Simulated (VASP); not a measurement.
Wanted: the native input for a VASP 6.6.1 run.

```yaml
Task: electric field gradients
Functional: PBEsol
Potentials_or_basis: VASP PAW PBE potentials, release 64 (Ba_sv)
Cutoff: 520 eV
k_mesh: 9 × 9 × 9
Occupations: fermi-dirac, width 0.05 eV
Spin: no spin polarisation
Dipole_correction: no
Further_INCAR_settings: ALGO = Normal; EDIFF = 1e-08; NBANDS = 11
```

The structure of Ba lies in POSCAR:

```
Ba
1.0
    0.0000000000      3.2326650028      3.2326650028
    3.2326650028      0.0000000000      3.2326650028
    3.2326650028      3.2326650028      0.0000000000
Ba
1
Direct
    0.0000000000      0.0000000000      0.0000000000
```

This isn't the form of Ba at room conditions, which is bcc.

The input as run:

INCAR

```
SYSTEM = Ba
PREC = Accurate
ENCUT = 520
EDIFF = 1E-8
ISMEAR = -1
SIGMA = 0.05
LREAL = .False.
LASPH = .True.
NELM = 60
ALGO = Normal
ISIF = 2
LWAVE = .False.
LCHARG = .False.
GGA = PS
LEFG = .True.
NBANDS = 11
```

KPOINTS

```
Automatic mesh
0
Gamma
  9 9 9
  0 0 0
```

Potentials or basis: VASP PAW PBE potentials, release 64 (Ba_sv).

Command:

```bash
$ cat potpaw_PBE.64/Ba_sv/POTCAR > POTCAR
$ mpirun -np 1 vasp_std > vasp.out
```

It gave:

```json
{
  "Pressure": "-1.0 GPa",
  "Band gap on the k mesh": "zero (bands 5 and 6 overlap by 0.17 eV)",
  "Largest electric field gradient by atom": "under 0.05 V/Å² on every atom"
}
```

Caveat: the PAW data sets were made with another functional, which shifts forces and pressure a little; spin-orbit coupling is left out, which moves the levels of the heavy elements.

It took 19 s on 1 thread of AMD EPYC 9R14 (Zen 4) (shared host), peak memory 0.17 GiB.
